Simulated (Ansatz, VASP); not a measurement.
**CuO in VASP and in Ansatz**

Contents of INCAR:

```
PREC = Accurate
ENCUT = 520
EDIFF = 1E-6
ISMEAR = 1
SIGMA = 0.05
LREAL = F
LASPH = T
NELM = 100
ALGO = Normal
ISIF = 2
LWAVE = F
LCHARG = F
GGA = PS
NBANDS = 25
```

File KPOINTS:

```
regular mesh
0
Gamma
  16 16 8
```

POSCAR

```
CuO
1.0
    2.3446500000     -1.7134000000      0.0000000000
    2.3446500000      1.7134000000      0.0000000000
   -0.8605500000      0.0000000000      5.0594400000
Cu O
2 2
Direct
    0.0032000000      0.4968000000      0.0000000000
    0.4968000000      0.0032000000      0.5000000000
    0.5714000000      0.4056000000      0.2537000000
    0.4056000000      0.5714000000      0.7537000000
```

Input for Ansatz:

```yaml
crystal:
  lattice:
    - [2.34465, -1.7134, 0.0]
    - [2.34465, 1.7134, 0.0]
    - [-0.86055, 0.0, 5.05944]
  atoms:
    - { symbol: Cu, position: [0.0032, 0.4968, 0.0] }
    - { symbol: Cu, position: [0.4968, 0.0032, 0.5] }
    - { symbol: O, position: [0.5714, 0.4056, 0.2537] }
    - { symbol: O, position: [0.4056, 0.5714, 0.7537] }
basis:
  ecutwfc: 420
kpoints:
  mp_grid: { grid: [16, 16, 8] }
hamiltonian:
  xc: pbesol
scf:
  occupations: { method: cold, width: 0.05 }
output:
  forces: true
  stress: true
  eigenvalues: true
```

Alike in both runs: task single point; functional PBEsol; k mesh 16 × 16 × 8; no spin polarisation.

|  | VASP | Ansatz |
| --- | --- | --- |
| version | VASP 6.6.1 | Ansatz 0.2.0 |
| potentials or method | VASP PAW PBE potentials, release 64 (Cu, O), cutoff 520 eV | scalar-relativistic, plane waves, PAW |
| occupations | methfessel-paxton of order 1, width 0.05 eV | cold, width 0.05 eV |
| valence electrons in the cell | 34 | 50 |

|  | VASP | Ansatz | Ansatz less VASP |
| --- | --- | --- | --- |
| gap on the k mesh at the Fermi level (eV) | none | none | - |
| pressure (GPa) | -2.0 | -2.7 | -0.70 |
| traceless stress, the component that is largest in VASP (GPa) | 1.92 | 2.29 | +0.366 |
| rms of the force components (eV/Å) | 0.431 | 0.424 | -0.0072 |

VASP's potentials were made for PBE, not for PBEsol. Atom by atom the forces differ by 0.022 eV/Å (rms over components). A gap of «none» marks a metal or a gap that the smearing closes. VASP's potentials hold 34 valence electrons a cell and Ansatz's 50, so a difference there can come from the potentials and not from the codes.
